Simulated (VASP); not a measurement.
# Mg (P6_3/mmc) in VASP: further runs

The runs below take Mg through single point, with PBE.

Everything below comes from runs of VASP 6.6.1. Logs are shortened: lines on timing, memory, paths and dates and some standing lists are left out, and cuts for length are marked.

**1. The cell of the first run**

It takes space group P6_3/mmc (No. 194, hexagonal). Conventional cell: a = 2.861 Å, b = 2.861 Å, c = 4.604 Å, α = 90.00°, β = 90.00°, γ = 120.00°. Mg (site symmetry -6m2) has 12 Mg at 2.83 to 2.86 Å within 3.7 Å.

**2. Single point, PBE**

The input, INCAR:

```
PREC     = Accurate       # precision mode
ENCUT    = 600            # plane-wave cutoff, eV
EDIFF    = 1E-6           # SCF threshold, eV
ISMEAR   = -1             # smearing method
SIGMA    = 0.1            # smearing width, eV
LREAL    = F              # projectors in reciprocal space
LASPH    = T              # aspherical terms in the spheres
NELM     = 120            # most SCF steps
ALGO     = Normal         # electronic algorithm
ISIF     = 2              # what is computed and relaxed
LWAVE    = F              # write WAVECAR
LCHARG   = F              # write CHGCAR
GGA      = PE             # functional
NBANDS   = 9              # bands
GGA_COMPAT= F
```

The input, KPOINTS:

```
Automatic mesh
0
Gamma
  15 15 9
```

The input, POSCAR:

```
Mg
1.0
    2.8614171781      0.0000000000      0.0000000000
   -1.4307085891      2.4780599671      0.0000000000
    0.0000000000      0.0000000000      4.6038869577
Mg
2
Direct
    0.3333333333      0.6666666667      0.2500000000
    0.6666666667      0.3333333333      0.7500000000
```

Potentials or basis: VASP PAW PBE potentials, release 64 (Mg).

Run with:

```sh
$ cat potpaw_PBE.64/Mg/POTCAR > POTCAR
$ mpirun -np 1 vasp_std > vasp.out
```

OUTCAR:

```text
PREC = Accurate
   ENCUT = 600
   EDIFF = 1E-6
   ISMEAR = -1
   LREAL = F
   LASPH = T
   NELM = 120
   ISIF = 2
   GGA = PE

 ion  position               nearest neighbor table
   1  0.333  0.667  0.250-   2 2.83   2 2.83   2 2.83   2 2.83   2 2.83   2 2.83
   2  0.667  0.333  0.750-   1 2.83   1 2.83   1 2.83   1 2.83   1 2.83   1 2.83

  LATTYP: Found a hexagonal cell.
 ALAT       =     2.8614171781
 C/A-ratio  =     1.6089534210

  Lattice vectors:

 A1 = (   2.8614171781,   0.0000000000,   0.0000000000)
 A2 = (  -1.4307085891,   2.4780599671,   0.0000000000)
 A3 = (   0.0000000000,   0.0000000000,   4.6038869577)

Analysis of symmetry for initial positions (statically):
=====================================================================
 Subroutine PRICEL returns:
 Original cell was already a primitive cell.

 Routine SETGRP: Setting up the symmetry group for a
 hexagonal supercell.

 Subroutine GETGRP returns: Found 24 space group operations
 (whereof 12 operations were pure point group operations)
 out of a pool of 24 trial point group operations.

The static configuration has the point symmetry D_3d.
 The point group associated with its full space group is D_6h.

Analysis of symmetry for dynamics (positions and initial velocities):
=====================================================================
 Subroutine PRICEL returns:
 Original cell was already a primitive cell.

 Routine SETGRP: Setting up the symmetry group for a
 hexagonal supercell.

 Subroutine GETGRP returns: Found 24 space group operations
 (whereof 12 operations were pure point group operations)
 out of a pool of 24 trial point group operations.

The dynamic configuration has the point symmetry D_3d.
 The point group associated with its full space group is D_6h.

 Subroutine INISYM returns: Found 24 space group operations
 (whereof 12 operations are pure point group operations),
 and found     1 'primitive' translations

----------------------------------------------------------------------------------------

                                     Primitive cell

  volume of cell :      32.6451

  direct lattice vectors                    reciprocal lattice vectors
     2.861417178  0.000000000  0.000000000     0.349477178  0.201770743  0.000000000
    -1.430708589  2.478059967  0.000000000     0.000000000  0.403541485  0.000000000
     0.000000000  0.000000000  4.603886958     0.000000000  0.000000000  0.217207766

  length of vectors
[... 88 lines left out ...]
   ISIF   =      2    stress and relaxation
   ISYM   =      2    0-nonsym 1-usesym 2-fastsym
   POTIM  = 0.5000    time-step for ionic-motion
   TEBEG  =    0.0;   TEEND  =   0.0 temperature during run
   PSTRESS=    0.0 pullay stress
   NELECT =       4.0000    total number of electrons
   NUPDOWN=      -1.0000    fix difference up-down
   EMIN   =  10.00;   EMAX   =-10.00  energy-range for DOS
   EFERMI =   0.00;   METHOD = LEGACY
   ISMEAR =    -1;   SIGMA  =   0.10  broadening in eV -4-tet -1-fermi 0-gaus
   EFERMI_NEDOS =   21; number of points for ismear=-14 and -15
   IALGO  =     38    algorithm
   IMIX   =      4    mixing-type and parameters
     AMIX     =   0.40;   BMIX     =  1.00
     AMIX_MAG =   1.60;   BMIX_MAG =  1.00
  volume/ion in A,a.u.               =      16.32       110.15
  Fermi-wavevector in a.u.,A,eV,Ry     =   0.813122  1.536577  8.995724  0.661167
  Thomas-Fermi vector in A             =   1.922789
   LORBIT       =      0    0 simple, 1 ext, 2 COOP (PROOUT), +10 PAW based schemes
   GGA     = PE    functional components
   LHFCALC =     F    Hartree Fock is set to
   AEXX    =    0.0000 exact exchange contribution
   IVDW    =     0    specifies the selected vdW correction
   LEPSILON=     F    determine dielectric tensor
   LRPA    =     F    only Hartree local field effects (RPA)
 non-spin polarized calculation
  energy-cutoff  :      600.00
  volume of cell :       32.65
 maximum number of plane-waves:      1100
 NGX is ok and might be reduce to    24
   NGX = 11   NGY = 11   NGZ = 19

 number of electron       4.0000000 magnetization

 Free energy of the ion-electron system (eV)
  ---------------------------------------------------
  ext. energy  EPLUGINS =         0.00000000
  ---------------------------------------------------
  free energy    TOTEN  =        -2.28163074 eV

  energy without entropy =       -2.26289752  energy(sigma->0) =       -2.27226413

 E-fermi :   4.6838     XC(G=0):  -9.6159

 val. band max:        4.6553628544   @ k =   0.3333   0.1333   0.0000
 cond. band min:       4.7175169252   @ k =   0.1333   0.1333   0.0000
 fundamental gap:      0.0621540708
 Fermi energy:         4.6838060753

 k-point     1 :       0.0000    0.0000    0.0000
  band No.  band energies     occupation
      1      -3.8409      2.00000
      2       2.5004      2.00000
      3       3.5523      1.99998
      4      17.6226      0.00000
      5      17.6226      0.00000
      6      18.4910      0.00000
      7      18.4910      0.00000
      8      18.7105      0.00000
      9      21.4526      0.00000
[... 265 lines left out ...]
 k-point    24 :       0.4000    0.2000    0.0000
  band No.  band energies     occupation
      1       2.5471      2.00000
      2       2.8866      2.00000
      3       6.7941      0.00000
      4       8.5222      0.00000
      5       8.5897      0.00000
      6       9.6805      0.00000
      7      12.4268      0.00000
      8      12.9542      0.00000
      9      15.8042      0.00000

 [... further k-points ...]

------------------------ aborting loop because EDIFF is reached ----------------------------------------

  FORCE on cell =-STRESS in cart. coord.  units (eV):
  Direction    XX          YY          ZZ          XY          YZ          ZX
  --------------------------------------------------------------------------------------
  -------------------------------------------------------------------------------------
  Total        4.9040647      4.9040647      4.9065293     -0.0000000      0.0000000      0.0000000
  in kB      240.6850562    240.6850562    240.8060154     -0.0000000      0.0000000      0.0000000
  external PRESSURE =     240.7253759 kB  Pullay stress =       0.0000000 kB

 VOLUME and BASIS-vectors are now :
 -----------------------------------------------------------------------------
  energy-cutoff  :      600.00
  volume of cell :       32.65
      direct lattice vectors                 reciprocal lattice vectors
     2.861417178  0.000000000  0.000000000     0.349477178  0.201770743  0.000000000
    -1.430708589  2.478059967  0.000000000     0.000000000  0.403541485  0.000000000
     0.000000000  0.000000000  4.603886958     0.000000000  0.000000000  0.217207766

 POSITION                                       TOTAL-FORCE (eV/Angst)
 -----------------------------------------------------------------------------------
     -0.00000      1.65204      1.15097        -0.000000      0.000000      0.000000
      1.43071      0.82602      3.45292         0.000000     -0.000000      0.000000
 -----------------------------------------------------------------------------------
    total drift:                               -0.000000      0.000000     -0.000000

  FREE ENERGIE OF THE ION-ELECTRON SYSTEM (eV)
  ---------------------------------------------------
  free  energy   TOTEN  =        -2.2816307375 eV

  energy  without entropy=       -2.2628975212  energy(sigma->0) =       -2.27226413
```

stdout:

```text
POSCAR found type information on POSCAR Mg
 POSCAR found :  1 types and       2 ions
 scaLAPACK will be used
 LDA part: xc-table for (Slater+PW92), standard interpolation
 POSCAR, INCAR and KPOINTS ok, starting setup
 FFT: planning ... GRIDC
 FFT: planning ... GRID_SOFT
 FFT: planning ... GRID
 WAVECAR not read
 entering main loop
```

It took 11 s on 1 thread of Intel Xeon 6975P-C (Granite Rapids), shared host; peak memory 0.18 GiB.

Results:

```yaml
Free_energy: -2.2816 eV
Pressure: 24.1 GPa
Band_gap_on_the_k_mesh: zero (bands 2 and 3 overlap by 2.10 eV)
```

Caveat: the cell stands under pressure.

**3. Single point, PBE**

INCAR is that of step 2.

The input, KPOINTS:

```
regular mesh
0
Gamma
  15 15 9
```

The input, POSCAR:

```
Mg
1.0
    2.8608252598      0.0000000000      0.0000000000
   -1.4304126299      2.4775473508      0.0000000000
    0.0000000000      0.0000000000      4.6032589843
Mg
2
Direct
    0.3333333333      0.6666666667      0.2500000000
    0.6666666667      0.3333333333      0.7500000000
```

Potentials or basis: VASP PAW PBE potentials, release 64 (Mg).

Run with:

```sh
$ cat potpaw_PBE.64/Mg/POTCAR > POTCAR
$ mpirun -np 1 vasp_std > vasp.out
```

OUTCAR:

```text
PREC = Accurate
   ENCUT = 600
   EDIFF = 1E-6
   ISMEAR = -1
   LREAL = F
   LASPH = T
   NELM = 120
   ISIF = 2
   GGA = PE

 ion  position               nearest neighbor table
   1  0.333  0.667  0.250-   2 2.83   2 2.83   2 2.83   2 2.83   2 2.83   2 2.83
   2  0.667  0.333  0.750-   1 2.83   1 2.83   1 2.83   1 2.83   1 2.83   1 2.83

  LATTYP: Found a hexagonal cell.
 ALAT       =     2.8608252598
 C/A-ratio  =     1.6090668133

  Lattice vectors:

 A1 = (   2.8608252598,   0.0000000000,   0.0000000000)
 A2 = (  -1.4304126299,   2.4775473508,   0.0000000000)
 A3 = (   0.0000000000,   0.0000000000,   4.6032589843)

Analysis of symmetry for initial positions (statically):
=====================================================================
 Subroutine PRICEL returns:
 Original cell was already a primitive cell.

 Routine SETGRP: Setting up the symmetry group for a
 hexagonal supercell.

 Subroutine GETGRP returns: Found 24 space group operations
 (whereof 12 operations were pure point group operations)
 out of a pool of 24 trial point group operations.

The static configuration has the point symmetry D_3d.
[... 168 lines left out ...]
 Fermi energy:         4.6876330497

 k-point     1 :       0.0000    0.0000    0.0000
  band No.  band energies     occupation
      1      -3.8399      2.00000
      2       2.5028      2.00000
      3       3.5554      1.99998
      4      17.6309      0.00000
      5      17.6309      0.00000
      6      18.5008      0.00000
      7      18.5008      0.00000
      8      18.7177      0.00000
      9      21.4632      0.00000
[... 265 lines left out ...]
 k-point    24 :       0.4000    0.2000    0.0000
  band No.  band energies     occupation
      1       2.5503      2.00000
      2       2.8904      2.00000
      3       6.7986      0.00000
      4       8.5262      0.00000
      5       8.5946      0.00000
      6       9.6859      0.00000
      7      12.4352      0.00000
      8      12.9601      0.00000
      9      15.8132      0.00000

 [... further k-points ...]

------------------------ aborting loop because EDIFF is reached ----------------------------------------

  FORCE on cell =-STRESS in cart. coord.  units (eV):
  Direction    XX          YY          ZZ          XY          YZ          ZX
  --------------------------------------------------------------------------------------
  -------------------------------------------------------------------------------------
  Total        4.9152543      4.9152543      4.9158205      0.0000000     -0.0000000      0.0000000
  in kB      241.3669877    241.3669877    241.3947925      0.0000000     -0.0000000      0.0000000
  external PRESSURE =     241.3762560 kB  Pullay stress =       0.0000000 kB

 VOLUME and BASIS-vectors are now :
 -----------------------------------------------------------------------------
  energy-cutoff  :      600.00
  volume of cell :       32.63
      direct lattice vectors                 reciprocal lattice vectors
     2.860825260  0.000000000  0.000000000     0.349549486  0.201812490  0.000000000
    -1.430412630  2.477547351  0.000000000     0.000000000  0.403624980  0.000000000
     0.000000000  0.000000000  4.603258984     0.000000000  0.000000000  0.217237397

 POSITION                                       TOTAL-FORCE (eV/Angst)
 -----------------------------------------------------------------------------------
     -0.00000      1.65170      1.15081         0.000000     -0.000000      0.000000
      1.43041      0.82585      3.45244        -0.000000      0.000000      0.000000
 -----------------------------------------------------------------------------------
    total drift:                                0.000000     -0.000000      0.000000

  FREE ENERGIE OF THE ION-ELECTRON SYSTEM (eV)
  ---------------------------------------------------
  free  energy   TOTEN  =        -2.2789292222 eV

  energy  without entropy=       -2.2601992757  energy(sigma->0) =       -2.26956425
```

OSZICAR:

```text
N       E                     dE             d eps       ncg     rms          rms(c)
DAV:   1     0.136294798187E+01    0.13629E+01   -0.15217E+03  2430   0.367E+02
DAV:   2    -0.225774241700E+01   -0.36207E+01   -0.34918E+01  3279   0.341E+01
DAV:   3    -0.230697177863E+01   -0.49229E-01   -0.49004E-01  3083   0.331E+00
DAV:   4    -0.230711779708E+01   -0.14602E-03   -0.14601E-03  3088   0.181E-01
DAV:   5    -0.230711843925E+01   -0.64217E-06   -0.64233E-06  3034   0.114E-02    0.959E-01
DAV:   6    -0.229099636628E+01    0.16122E-01   -0.25570E-04  2891   0.134E-01    0.612E-01
DAV:   7    -0.227901071550E+01    0.11986E-01   -0.50562E-04  2632   0.194E-01    0.281E-02
DAV:   8    -0.227893289972E+01    0.77816E-04   -0.19618E-05  3017   0.256E-02    0.652E-03
DAV:   9    -0.227892894672E+01    0.39530E-05   -0.19773E-06  2750   0.782E-03    0.844E-04
DAV:  10    -0.227892922218E+01   -0.27545E-06   -0.32006E-08  1409   0.102E-03
   1 F= -.22789292E+01 E0= -.22695642E+01  d E =-.187299E-01
```

Wall time 11 s (1 thread of Intel Xeon 6975P-C (Granite Rapids), shared host); peak memory 0.19 GiB.

What came out:

* Free energy: -2.2789 eV
* Pressure: 24.1 GPa
* Band gap on the k mesh: zero (bands 2 and 3 overlap by 2.10 eV)

Caveat: the cell stands under pressure.
